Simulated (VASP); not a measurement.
Write the native input for VASP 6.6.1 that does the following.

- Task: single point
- Functional: LDA
- Potentials or basis: VASP PAW LDA potentials, release 64 (C)
- Cutoff: 520 eV
- k mesh: 6 × 6 × 10
- Occupations: gaussian, width 0.05 eV
- Spin: no spin polarisation
- Dipole correction: no
- Further INCAR settings: ALGO = Normal; EDIFF = 1e-07; NBANDS = 26

The structure of C lies in POSCAR:

```
C
1.0
    2.1032727620     -4.3337146136      0.0000000000
    2.1032727620      4.3337146136      0.0000000000
    0.0000000000      0.0000000000      2.4856616114
C
8
Direct
    0.6482879639      0.9815881366      0.0000000000
    0.3517120361      0.0184118634      0.0000000000
    0.0184118634      0.3517120361      0.0000000000
    0.9815881366      0.6482879639      0.0000000000
    0.4150183215      0.2672003636      0.5990141778
    0.5954459046      0.7739231852      0.5000000000
    0.7739231852      0.5954459046      0.5000000000
    0.2260768148      0.4045540954      0.5000000000
```

This cell differs from its parent crystal: atom 5 (C) moved -0.300 Å towards its neighbour atom 2 (C) at 1.515 Å.

The input as run:

INCAR

```
SYSTEM = C
  ALGO = Normal
  EDIFF = 1E-7
  ENCUT = 520
  ISIF = 2
  ISMEAR = 0
  LASPH = .TRUE.
  LCHARG = .TRUE.
  LELF = .TRUE.
  LREAL = .FALSE.
  LVHAR = .TRUE.
  LWAVE = .FALSE.
  NBANDS = 26
  NELM = 100
  PREC = Accurate
  SIGMA = 0.05
```

KPOINTS

```
k-points
0
G
  6 6 10
  0 0 0
```

Potentials or basis: VASP PAW LDA potentials, release 64 (C).

Launch:

```bash
$ cat potpaw_LDA.64/C/POTCAR > POTCAR
$ mpirun -np 1 vasp_std > vasp.out
```

Results of the run:

The pressure is 9.4 GPa and the largest force is 8.526 eV/Å. The band gap on the k mesh is 0.95 eV, indirect (least direct gap 2.26 eV).

Caveat: the cell differs from its parent crystal (atom 5 (C) moved -0.300 Å towards its neighbour atom 2 (C) at 1.515 Å); forces of over 1 eV/Å act on the atoms, so gaps and moduli don't describe the material at rest.

Run time: 68 s on 1 thread of Intel(R) Xeon(R) 6975P-C (Granite Rapids), with other jobs on the host, peak memory 0.24 GiB.
